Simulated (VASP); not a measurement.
Write the native input for VASP 6.6.1 that does the following.

```
Task                   : single point
Functional             : LDA
Potentials or basis    : VASP PAW LDA potentials, release 64 (Ca_sv, O_h)
Cutoff                 : 1340 eV
k mesh                 : 10 × 10 × 10
Occupations            : fermi-dirac, width 0.05 eV
Spin                   : no spin polarisation
Dipole correction      : no
Further INCAR settings : ALGO = Normal; EDIFF = 1e-06; NBANDS = 15
```

The structure of CaO lies in POSCAR:

```
CaO
1.0
    0.0000000000      2.3539518073      2.3539518073
    2.3539518073      0.0000000000      2.3539518073
    2.3539518073      2.3539518073      0.0000000000
Ca O
1 1
Direct
    0.0000000000      0.0000000000      0.0000000000
    0.5000000000      0.5000000000      0.5000000000
```

The input as run:

INCAR

```
  PREC = Accurate
  ENCUT = 1340
  EDIFF = 1E-6
  ISMEAR = -1
  SIGMA = 0.05
  LREAL = False
  LASPH = True
  NELM = 120
  ALGO = Normal
  ISIF = 2
  LWAVE = False
  LCHARG = False
  GGA = CA
  NBANDS = 15
  GGA_COMPAT = False
```

KPOINTS

```
regular mesh
0
Gamma
  10 10 10
```

Potentials or basis: VASP PAW LDA potentials, release 64 (Ca_sv, O_h).

Command:

```sh
$ cat potpaw_LDA.64/Ca_sv/POTCAR potpaw_LDA.64/O_h/POTCAR > POTCAR
$ mpirun -np 1 vasp_std > vasp.out
```

Results of the run:

```json
{
  "Pressure": "0.9 GPa",
  "Band gap on the k mesh": "3.42 eV (least direct gap 3.78 eV)"
}
```

It took 54 s on 1 thread of Intel(R) Xeon(R) Platinum 8259CL CPU @ 2.50GHz (Skylake/Cascade Lake), on a shared host, peak memory 0.25 GiB.
